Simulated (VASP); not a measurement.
# TiTe2 (P-3m1) in VASP: further runs, part 2 of 2

VASP 6.6.1. The steps go on from the part before.

## 4. Single point, PBE+U

This run uses another cell than the first one, of 36.58 Å³/atom, 1.051 times its volume.

File INCAR:

```
PREC = Accurate ; ENCUT = 520
EDIFF = 1E-6 ; ISMEAR = -1
SIGMA = 0.05 ; LREAL = F
LASPH = T ; NELM = 150
ALGO = Normal ; ISIF = 2
LWAVE = F ; LCHARG = F
LMAXMIX = 4 ; LDAU = T
LDAUTYPE = 2 ; LDAUL = -1 2
LDAUU = 0 8 ; LDAUJ = 0 0
LDAUPRINT = 1 ; GGA = PE
NBANDS = 19
```

File KPOINTS:

```
regular mesh
0
Gamma
  8 8 4
```

File POSCAR:

```
TiTe2
1.0
    4.0933308051      0.0000000000      0.0000000000
   -2.0466654025      3.5449284633      0.0000000000
    0.0000000000      0.0000000000      7.5627031752
Te Ti
2 1
Direct
    0.3333333333      0.6666666667      0.7815490206
    0.6666666667      0.3333333333      0.2184509794
    0.0000000000      0.0000000000      0.0000000000
```

Potentials or basis: VASP PAW PBE potentials, release 64 (Te, Ti_sv).

Launch:

```console
$ cat potpaw_PBE.64/Te/POTCAR potpaw_PBE.64/Ti_sv/POTCAR > POTCAR
$ mpirun -np 1 vasp_std > vasp.out
```

OUTCAR:

```text
PREC = Accurate
   ENCUT = 520
   EDIFF = 1E-6
   ISMEAR = -1
   LREAL = F
   LASPH = T
   NELM = 150
   ISIF = 2
   GGA = PE

 ion  position               nearest neighbor table
   1  0.333  0.667  0.782-   3 2.88   3 2.88   3 2.88
   2  0.667  0.333  0.218-   3 2.88   3 2.88   3 2.88
   3  0.000  0.000  0.000-   2 2.88   1 2.88   2 2.88   1 2.88   2 2.88   1 2.88

  LATTYP: Found a hexagonal cell.
 ALAT       =     4.0933308051
 C/A-ratio  =     1.8475670634

  Lattice vectors:

 A1 = (   4.0933308051,   0.0000000000,   0.0000000000)
 A2 = (  -2.0466654025,   3.5449284633,   0.0000000000)
 A3 = (   0.0000000000,   0.0000000000,   7.5627031752)

Analysis of symmetry for initial positions (statically):
=====================================================================
 Subroutine PRICEL returns:
 Original cell was already a primitive cell.

 Routine SETGRP: Setting up the symmetry group for a
 hexagonal supercell.

 Subroutine GETGRP returns: Found 12 space group operations
 (whereof 12 operations were pure point group operations)
 out of a pool of 24 trial point group operations.

The static configuration has the point symmetry D_3d.

Analysis of symmetry for dynamics (positions and initial velocities):
=====================================================================
 Subroutine PRICEL returns:
 Original cell was already a primitive cell.

 Routine SETGRP: Setting up the symmetry group for a
 hexagonal supercell.

 Subroutine GETGRP returns: Found 12 space group operations
 (whereof 12 operations were pure point group operations)
 out of a pool of 24 trial point group operations.

The dynamic configuration has the point symmetry D_3d.

 Subroutine INISYM returns: Found 12 space group operations
 (whereof 12 operations are pure point group operations),
 and found     1 'primitive' translations

----------------------------------------------------------------------------------------

                                     Primitive cell

  volume of cell :     109.7391

  direct lattice vectors                    reciprocal lattice vectors
     4.093330805  0.000000000  0.000000000     0.244299825  0.141046570  0.000000000
    -2.046665402  3.544928463  0.000000000     0.000000000  0.282093140  0.000000000
     0.000000000  0.000000000  7.562703175     0.000000000  0.000000000  0.132227853

  length of vectors
     4.093330805  4.093330805  7.562703175     0.282093140  0.282093140  0.132227853

  position of ions in fractional coordinates (direct lattice)
     0.333333333  0.666666667  0.781549021
     0.666666667  0.333333333  0.218450979
     0.000000000  0.000000000  0.000000000

  ion indices of the primitive-cell ions
   primitive index   ion index
                 1           1
                 2           2
                 3           3

[... 82 lines left out ...]
   NELECT =      24.0000    total number of electrons
   NUPDOWN=      -1.0000    fix difference up-down
   EMIN   =  10.00;   EMAX   =-10.00  energy-range for DOS
   EFERMI =   0.00;   METHOD = LEGACY
   ISMEAR =    -1;   SIGMA  =   0.05  broadening in eV -4-tet -1-fermi 0-gaus
   EFERMI_NEDOS =   21; number of points for ismear=-14 and -15
   IALGO  =     38    algorithm
   IMIX   =      4    mixing-type and parameters
     AMIX     =   0.40;   BMIX     =  1.00
     AMIX_MAG =   1.60;   BMIX_MAG =  1.00
  volume/ion in A,a.u.               =      36.58       246.85
  Fermi-wavevector in a.u.,A,eV,Ry     =   0.986336  1.863904 13.236540  0.972858
  Thomas-Fermi vector in A             =   2.117709
   LORBIT       =      0    0 simple, 1 ext, 2 COOP (PROOUT), +10 PAW based schemes
 LDA+U is selected, type is set to LDAUTYPE =  2
   angular momentum for each species LDAUL =    -1    2
   U (eV)           for each species LDAUU =   0.0  8.0
   J (eV)           for each species LDAUJ =   0.0  0.0
   GGA     = PE    functional components
   LHFCALC =     F    Hartree Fock is set to
   AEXX    =    0.0000 exact exchange contribution
   IVDW    =     0    specifies the selected vdW correction
   LEPSILON=     F    determine dielectric tensor
   LRPA    =     F    only Hartree local field effects (RPA)
 non-spin polarized calculation
  energy-cutoff  :      520.00
  volume of cell :      109.74
 maximum number of plane-waves:      2980
   NGX = 15   NGY = 15   NGZ = 29

atom =   3  type =  2  l = 2

 onsite density matrix

spin component  1

  0.1249 -0.0000 -0.0000  0.1335 -0.0000
 -0.0000  0.2355 -0.0000  0.0000  0.1335
 -0.0000 -0.0000  0.0302 -0.0000 -0.0000
  0.1335  0.0000 -0.0000  0.2355  0.0000
 -0.0000  0.1335 -0.0000  0.0000  0.1249

spin component  2

  0.1249 -0.0000 -0.0000  0.1335 -0.0000
 -0.0000  0.2355 -0.0000  0.0000  0.1335
 -0.0000 -0.0000  0.0302 -0.0000 -0.0000
  0.1335  0.0000 -0.0000  0.2355  0.0000
 -0.0000  0.1335 -0.0000  0.0000  0.1249

 occupancies and eigenvectors

  o =  0.0302  v = -0.0000  0.0000 -1.0000  0.0000 -0.0000  0.0000  0.0000  0.0000  0.0000  0.0000      0.0000  0.0000  0.0000  0.0000  0.0000  0.0000  0.0000  0.0000  0.0000  0.0000
  o =  0.0302  v =  0.0000  0.0000  0.0000  0.0000  0.0000 -0.0000  0.0000 -1.0000  0.0000 -0.0000      0.0000  0.0000  0.0000  0.0000  0.0000  0.0000  0.0000  0.0000  0.0000  0.0000
  o =  0.0357  v =  0.5270  0.4297 -0.0000 -0.3522 -0.6431  0.0000  0.0000  0.0000  0.0000  0.0000      0.0000  0.0000  0.0000  0.0000  0.0000  0.0000  0.0000  0.0000  0.0000  0.0000
  o =  0.0357  v =  0.0000  0.0000  0.0000  0.0000  0.0000  0.5270  0.4297 -0.0000 -0.3522 -0.6431      0.0000  0.0000  0.0000  0.0000  0.0000  0.0000  0.0000  0.0000  0.0000  0.0000
  o =  0.0357  v =  0.0000  0.0000  0.0000  0.0000  0.0000  0.6431 -0.3522 -0.0000 -0.4297  0.5270      0.0000  0.0000  0.0000  0.0000  0.0000  0.0000  0.0000  0.0000  0.0000  0.0000
  o =  0.0357  v =  0.6431 -0.3522 -0.0000 -0.4297  0.5270  0.0000  0.0000  0.0000  0.0000  0.0000      0.0000  0.0000  0.0000  0.0000  0.0000  0.0000  0.0000  0.0000  0.0000  0.0000
  o =  0.3247  v =  0.0000  0.0000  0.0000  0.0000  0.0000  0.3522 -0.6431 -0.0000  0.5271 -0.4297      0.0000  0.0000  0.0000  0.0000  0.0000  0.0000  0.0000  0.0000  0.0000  0.0000
  o =  0.3247  v =  0.3522 -0.6431 -0.0000  0.5271 -0.4297  0.0000  0.0000  0.0000  0.0000  0.0000      0.0000  0.0000  0.0000  0.0000  0.0000  0.0000  0.0000  0.0000  0.0000  0.0000
  o =  0.3247  v = -0.4297 -0.5271  0.0000 -0.6431 -0.3522  0.0000  0.0000  0.0000  0.0000  0.0000      0.0000  0.0000  0.0000  0.0000  0.0000  0.0000  0.0000  0.0000  0.0000  0.0000
  o =  0.3247  v =  0.0000  0.0000  0.0000  0.0000  0.0000 -0.4297 -0.5271  0.0000 -0.6431 -0.3522      0.0000  0.0000  0.0000  0.0000  0.0000  0.0000  0.0000  0.0000  0.0000  0.0000

 number of electron      23.9999999 magnetization

 Free energy of the ion-electron system (eV)
  ---------------------------------------------------
  ext. energy  EPLUGINS =         0.00000000
  ---------------------------------------------------
  free energy    TOTEN  =       -11.05319307 eV

  energy without entropy =      -11.05307597  energy(sigma->0) =      -11.05313452

 E-fermi :   4.3531     XC(G=0):  -8.2393

 val. band max:        4.0669474686   @ k =   0.0000   0.0000   0.0000
 cond. band min:       4.6975497859   @ k =   0.5000   0.0000   0.0000
 fundamental gap:      0.6306023173
 Fermi energy:         4.3530659576

 k-point     1 :       0.0000    0.0000    0.0000
  band No.  band energies     occupation
      1     -56.1811      2.00000
      2     -32.3196      2.00000
      3     -32.3196      2.00000
      4     -32.2867      2.00000
      5      -7.7038      2.00000
      6      -6.7052      2.00000
[... 505 lines left out ...]
      6      -6.3719      2.00000
[... 11 lines left out ...]
     18       8.7959      0.00000
     19       9.3525      0.00000

 [... further k-points ...]
[... 5 lines left out ...]
  --------------------------------------------------------------------------------------
  -------------------------------------------------------------------------------------
  Total       -1.6278499     -1.6278499     -0.4075871     -0.0000000      0.0000000      0.0000000
  in kB      -23.7664086    -23.7664086     -5.9507220     -0.0000000      0.0000000      0.0000000
  external PRESSURE =     -17.8278464 kB  Pullay stress =       0.0000000 kB

 VOLUME and BASIS-vectors are now :
 -----------------------------------------------------------------------------
  energy-cutoff  :      520.00
  volume of cell :      109.74
      direct lattice vectors                 reciprocal lattice vectors
     4.093330805  0.000000000  0.000000000     0.244299825  0.141046570  0.000000000
    -2.046665402  3.544928463  0.000000000     0.000000000  0.282093140  0.000000000
     0.000000000  0.000000000  7.562703175     0.000000000  0.000000000  0.132227853

 POSITION                                       TOTAL-FORCE (eV/Angst)
 -----------------------------------------------------------------------------------
     -0.00000      2.36329      5.91062         0.000000      0.000000      0.108900
      2.04667      1.18164      1.65208        -0.000000      0.000000     -0.108900
      0.00000      0.00000      0.00000        -0.000000      0.000000      0.000000
 -----------------------------------------------------------------------------------
    total drift:                               -0.000000     -0.000000      0.000000

  FREE ENERGIE OF THE ION-ELECTRON SYSTEM (eV)
  ---------------------------------------------------
  free  energy   TOTEN  =       -11.0531930721 eV

  energy  without entropy=      -11.0530759742  energy(sigma->0) =      -11.05313452
```

Run time: 42 s. Hardware: 1 thread of Intel Xeon 6975P-C (Granite Rapids), shared host; peak memory 0.25 GiB.

Results:

```yaml
Free_energy: -11.0532 eV
Pressure: -1.8 GPa
Largest_force: 0.109 eV/Å
Band_gap_on_the_k_mesh: 0.63 eV, indirect (least direct gap 0.93 eV)
```

Forces on the atoms (eV/Å):
```
Te   0.000  0.000  0.109
Te   0.000  0.000 -0.109
Ti   0.000  0.000  0.000
```

Levels at points of the mesh, in eV from the valence-band top:
| k point | band 8 | band 9 | band 10 | band 11 | band 12 | band 13 | band 14 | band 15 | band 16 | band 17 |
| --- | --- | --- | --- | --- | --- | --- | --- | --- | --- | --- |
| (0.00, 0.00, 0.00) | -2.29 | -2.29 | -0.51 | 0.00 | 0.00 | 0.93 | 0.93 | 1.48 | 2.46 | 2.46 |
| (0.50, 0.00, 0.00) | -3.66 | -2.25 | -2.18 | -2.05 | -1.60 | 0.63 | 1.45 | 1.56 | 2.34 | 2.53 |
| (0.00, 0.00, 0.50) | -2.28 | -2.28 | -1.58 | -0.03 | -0.03 | 0.93 | 0.93 | 1.63 | 2.51 | 2.51 |
| (0.50, 0.00, 0.50) | -3.82 | -2.28 | -2.20 | -1.63 | -1.54 | 0.63 | 1.40 | 1.69 | 2.38 | 2.46 |

Eigenvalues of the final occupation matrices:
| site | spin | trace | eigenvalues |
| --- | --- | --- | --- |
| site 3 d | 1 | 0.75 | 0.03 0.04 0.04 0.32 0.32 |
| site 3 d | 2 | 0.75 | 0.03 0.04 0.04 0.32 0.32 |

Caveat: spin-orbit coupling is left out, which moves the levels of the heavy elements; this functional lacks dispersion, which binds the layers, so the pressure and a relaxed spacing across them are unreliable; the U is typed as a test and isn't derived for this compound.

## 5. Overview

```tsv
U	cell	gap on the mesh (eV)	pressure (GPa)	largest force (eV/Å)
Ti d U = 5.0 eV	a = 4.006, b = 4.006, c = 7.508 Å, angles 90.0, 90.0, 120.0°, 3 atoms	none	-1.5	0.03
Ti d U = 6.0 eV	a = 4.043, b = 4.043, c = 7.549 Å, angles 90.0, 90.0, 120.0°, 3 atoms	0.21	-1.6	0.07
Ti d U = 8.0 eV	a = 4.093, b = 4.093, c = 7.563 Å, angles 90.0, 90.0, 120.0°, 3 atoms	0.63	-1.8	0.11
```

Alike in all rows: task single point; level PBE+U; potentials or basis VASP PAW PBE potentials, release 64 (Te, Ti_sv); no spin polarisation; k mesh 8 × 8 × 4; cutoff (eV) 520; smearing fermi-dirac 0.05 eV.

Caveats: spin-orbit coupling is left out, which moves the levels of the heavy elements; this functional lacks dispersion, which binds the layers, so the pressure and a relaxed spacing across them are unreliable; the U is typed as a test and isn't derived for this compound; U without spin polarisation on a metal has little footing (some runs).

Absolute energies hang on the potentials; compare differences alone.
